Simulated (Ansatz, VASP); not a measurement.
**Two plane-wave programs on Rb**

```
CELL_PARAMETERS angstrom
0.00000 2.55533 2.55533
2.55533 0.00000 2.55533
2.55533 2.55533 0.00000
ATOMIC_POSITIONS crystal
Rb 0.00000 0.00000 0.00000
```

Alike in both runs: task relaxation of cell and atoms; functional PBE; k mesh 11 × 11 × 11; occupations fermi-dirac, width 0.03 eV; no spin polarisation.

|  | VASP | Ansatz |
| --- | --- | --- |
| version | VASP 6.6.1 | Ansatz 0.2.0 |
| potentials or method | VASP PAW PBE potentials, release 64 (Rb_sv) | PAW with Ansatz's default frozen-core files, scalar-relativistic |
| plane-wave cutoff (eV) | 600 | 420 |
| valence electrons in the cell | 9 | 9 |

|  | VASP | Ansatz | Ansatz less VASP |
| --- | --- | --- | --- |
| relaxed volume (Å³/atom) | 90.34 | 91.44 | +1.101 |
| relaxed length of the cell vector where the two differ most in proportion (Å) | 5.037 | 5.057 | +0.0204 |

Noted on VASP's run: the volume moved by over 15 % at a fixed basis, so the end points are rough.
